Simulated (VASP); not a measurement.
A run of VASP 6.6.1:

INCAR

```
SYSTEM = Mg3ZrN
PREC = Accurate
ENCUT = 520
EDIFF = 1E-7
ISMEAR = 0
SIGMA = 0.1
LREAL = .FALSE.
LASPH = .TRUE.
NELM = 100
ALGO = Normal
ISIF = 2
LWAVE = .FALSE.
LCHARG = .FALSE.
GGA = PE
NBANDS = 34
```

KPOINTS

```
regular mesh
0
G
  10 10 2
  0 0 0
```

File POSCAR:

```
Mg3ZrN
1.0
    3.2346845927      0.0000000000      0.0000000000
    0.0000000000      3.2346845927      0.0000000000
    0.0000000000      0.0000000000     17.7033164729
Mg Zr N
6 2 2
Direct
    0.5000000000      0.0000000000      0.8076751203
    0.0000000000      0.5000000000      0.1923248797
    0.5000000000      0.0000000000      0.5626839559
    0.0000000000      0.5000000000      0.4373160441
    0.0000000000      0.5000000000      0.6867053026
    0.5000000000      0.0000000000      0.3132946974
    0.0000000000      0.5000000000      0.9375161624
    0.5000000000      0.0000000000      0.0624838376
    0.5000000000      0.0000000000      0.9364294104
    0.0000000000      0.5000000000      0.0635705896
```

Potentials or basis: VASP PAW PBE potentials, release 64 (Mg, Zr_sv, N).

The run is started by

```console
$ cat potpaw_PBE.64/Mg/POTCAR potpaw_PBE.64/Zr_sv/POTCAR potpaw_PBE.64/N/POTCAR > POTCAR
$ mpirun -np 1 vasp_std > vasp.out
```

Hardware: 1 thread of Intel(R) Xeon(R) Platinum 8488C (Sapphire Rapids), on a shared host.

Question: Estimate the wall time of this run.

Answer: Wall time 7.5 min on 1 thread of Intel(R) Xeon(R) Platinum 8488C (Sapphire Rapids), on a shared host, peak memory 0.41 GiB. Counts: scf iterations 17, k points 42.
